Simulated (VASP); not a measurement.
**Al3GaN4: single point with PBEsol**

The system is Al3GaN4.

```
Al Ga N
1.0
     4.05444    0.00000    0.00000
     0.00000    4.05444    0.00000
     0.00000    0.00000    4.75955
Al Ga N
3 1 4
Direct
  0.50000 0.50000 0.00000
  0.50000 0.00000 0.50000
  0.00000 0.50000 0.50000
  0.00000 0.00000 0.00000
  0.74471 0.74471 0.25529
  0.74471 0.25529 0.74471
  0.25529 0.74471 0.74471
  0.25529 0.25529 0.25529
```

This cell differs from its parent crystal: strain -0.080 along x and y, +0.080 along z.

```
Program             : VASP 6.6.1
Task                : single point
Functional          : PBEsol
Potentials or basis : VASP PAW PBE potentials, release 64 (Al, Ga_d, N)
Cutoff              : 520 eV
k mesh              : 6 × 6 × 6
Occupations         : gaussian, width 0.05 eV
Spin                : no spin polarisation
```

The pressure is 19.0 GPa, the largest force is 0.174 eV/Å and the band gap on the k mesh is 2.71 eV (least direct gap 2.84 eV).

Forces on the atoms (eV/Å):
```
Al   0.000  0.000  0.000
Al   0.000  0.000  0.000
Al   0.000  0.000  0.000
Ga   0.000  0.000  0.000
N   -0.065 -0.065 -0.148
N   -0.065  0.065  0.148
N    0.065 -0.065  0.148
N    0.065  0.065 -0.148
```

Stress tensor (GPa, compression positive):
```
29.68  0.00  0.00
 0.00 29.68  0.00
 0.00  0.00 -2.24
```

Levels at points of the mesh, in eV from the valence-band top:
```csv
k point,band 19,band 20,band 21,band 22,band 23,band 24
"(0.00, 0.00, 0.00)",-1.08,-0.13,-0.13,2.71,2.71,3.54
"(0.50, 0.00, 0.00)",-1.95,-1.79,-1.55,5.54,5.72,6.35
"(0.50, 0.50, 0.00)",-0.27,-0.18,-0.18,7.52,7.52,7.63
"(0.00, 0.00, 0.50)",-1.07,-0.77,-0.77,4.90,4.90,5.34
"(0.50, 0.00, 0.50)",-1.69,-1.46,-1.35,6.67,7.03,7.11
"(0.50, 0.50, 0.50)",-0.30,-0.14,-0.14,4.87,5.94,5.96
```

It took 110 s on 1 thread of Intel Xeon 8259CL, with other jobs on the host, peak memory 0.23 GiB.

Caveat: the cell differs from its parent crystal (strain -0.080 along x and y, +0.080 along z); the cell stands under pressure; the PAW data sets were made with another functional, which shifts forces and pressure a little. A k mesh can miss the band edges.
